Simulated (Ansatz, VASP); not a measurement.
**One calculation of ZrO2, two programs**

The input INCAR:

```
SYSTEM = ZrO2
ALGO = Normal
EDIFF = 1E-6
ENCUT = 600
GGA = PE
GGA_COMPAT = .False.
ISIF = 2
ISMEAR = 0
LASPH = .True.
LCHARG = .True.
LELF = .True.
LREAL = .False.
LVHAR = .True.
LWAVE = .False.
NBANDS = 19
NELM = 120
PREC = Accurate
SIGMA = 0.02
```

Contents of KPOINTS:

```
k-points
0
Gamma
  8 8 8
  0 0 0
```

File POSCAR:

```
ZrO2
1.0
    0.0000000000      2.5505826562      2.5505826562
    2.5505826562      0.0000000000      2.5505826562
    2.5505826562      2.5505826562      0.0000000000
Zr O
1 2
Direct
    0.0000000000      0.0000000000      0.0000000000
    0.2500000000      0.2500000000      0.2500000000
    0.7500000000      0.7500000000      0.7500000000
```

Input for Ansatz:

```yaml
crystal:
  lattice:
    - [0.0, 2.5505826562, 2.5505826562]
    - [2.5505826562, 0.0, 2.5505826562]
    - [2.5505826562, 2.5505826562, 0.0]
  atoms:
    - { symbol: Zr, position: [0.0, 0.0, 0.0] }
    - { symbol: O, position: [0.25, 0.25, 0.25] }
    - { symbol: O, position: [0.75, 0.75, 0.75] }
basis:
  ecutwfc: 420
kpoints:
  mp_grid: { grid: [8, 8, 8] }
  band_path: { path: [VBM, CBM], npoints: 2 }
hamiltonian:
  xc: pbe
scf:
  occupations: { method: gaussian, width: 0.02 }
output:
  forces: true
  stress: true
  eigenvalues: true
checkpoint:
  read: start.run
  write: ck
  compress: false
  write_wavefunctions: false
  write_every: 100000
```

Alike in both runs: task single point; functional PBE; k mesh 8 × 8 × 8; occupations gaussian, width 0.02 eV; no spin polarisation.

|  | VASP | Ansatz |
| --- | --- | --- |
| version | VASP 6.6.1 | Ansatz 0.2.0 |
| potentials or method | VASP PAW PBE potentials, release 64 (Zr_sv, O), cutoff 600 eV | scalar-relativistic, plane waves, PAW |
| valence electrons in the cell | 24 | 24 |

|  | VASP | Ansatz | Ansatz less VASP |
| --- | --- | --- | --- |
| gap on the k mesh at the Fermi level (eV) | 3.34 | 3.34 | +0.006 |
| least direct gap on the mesh (eV) | 3.77 | 3.78 | +0.004 |
| pressure (GPa) | 2.2 | 2.1 | -0.08 |
